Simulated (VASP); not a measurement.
A run of VASP 6.6.1 is set up as follows.

INCAR

```
SYSTEM = SrVO3
PREC = Accurate ; ENCUT = 520
EDIFF = 1E-7 ; ISMEAR = 1
SIGMA = 0.1 ; LREAL = .False.
LASPH = .True. ; NELM = 150
ALGO = Normal ; ISIF = 2
LWAVE = .False. ; LCHARG = .False.
ISPIN = 2 ; MAGMOM = 0 1.5 0 0 0
LORBIT = 11 ; LMAXMIX = 4
LDAU = .True. ; LDAUTYPE = 2
LDAUL = -1 2 -1 ; LDAUU = 0 3 0
LDAUJ = 0 0 0 ; LDAUPRINT = 1
GGA = CA ; NBANDS = 32
```

Contents of KPOINTS:

```
Automatic mesh
0
Gamma
  4 4 4
  0.5 0.5 0.5
```

File POSCAR:

```
SrVO3
1.0
    3.8409000000      0.0000000000      0.0000000000
    0.0000000000      3.8409000000      0.0000000000
    0.0000000000      0.0000000000      3.8409000000
Sr V O
1 1 3
Direct
    0.5000000000      0.5000000000      0.5000000000
    0.0000000000      0.0000000000      0.0000000000
    0.5000000000      0.0000000000      0.0000000000
    0.0000000000      0.5000000000      0.0000000000
    0.0000000000      0.0000000000      0.5000000000
```

Potentials or basis: VASP PAW LDA potentials, release 64 (Sr_sv, V_sv, O).

Launch:

```sh
$ cat potpaw_LDA.64/Sr_sv/POTCAR potpaw_LDA.64/V_sv/POTCAR potpaw_LDA.64/O/POTCAR > POTCAR
$ mpirun -np 1 vasp_std > vasp.out
```

Question: Estimate the net moment.

Answer: 0.50 μB per cell.

Question: Predict the site moments.

Answer: Sr -0.00; V +0.54; O -0.02 μB.

Question: Predict the pressure.

Answer: -6.4 GPa.

Eigenvalues of the final occupation matrices:
```csv
site,spin,trace,eigenvalues
site 2 d,1,1.73,0.32 0.32 0.37 0.37 0.37
site 2 d,2,1.20,0.20 0.20 0.20 0.30 0.30
```

Caveat: the k points lie up to 0.41 Å⁻¹ apart; a moment this small can come from the mesh or the smearing. The state reached can hang on the start; a lower one may exist.
